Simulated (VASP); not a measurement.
A run of VASP 6.6.1 is set up as follows.

The input INCAR:

```
SYSTEM = ZrZn
  PREC = Accurate
  ENCUT = 520
  EDIFF = 1E-8
  ISMEAR = -1
  SIGMA = 0.05
  LREAL = .False.
  LASPH = .True.
  NELM = 100
  ALGO = Normal
  ISIF = 2
  LWAVE = .False.
  LCHARG = .False.
  GGA = PS
  NBANDS = 19
  IBRION = 8
  NSW = 1
```

KPOINTS

```
Automatic mesh
0
Gamma
  10 10 10
  0 0 0
```

The input POSCAR:

```
ZrZn
1.0
    3.2757216588      0.0000000000      0.0000000000
    0.0000000000      3.2757216588      0.0000000000
    0.0000000000      0.0000000000      3.2757216588
Zr Zn
1 1
Direct
    0.5000000000      0.5000000000      0.5000000000
    0.0000000000      0.0000000000      0.0000000000
```

Potentials or basis: VASP PAW PBE potentials, release 64 (Zr_sv, Zn).

Command:

```console
$ cat potpaw_PBE.64/Zr_sv/POTCAR potpaw_PBE.64/Zn/POTCAR > POTCAR
$ mpirun -np 1 vasp_std > vasp.out
```

What does it give for the highest phonon frequency at Γ?

187 cm⁻¹.

Phonon frequencies in cm⁻¹ (negative: imaginary):
| q point | frequencies |
| --- | --- |
| (0.000, 0.000, 0.000) | 0 0 0 187 187 187 |

Caveat: the cell stands under pressure or tension, which shifts response properties.
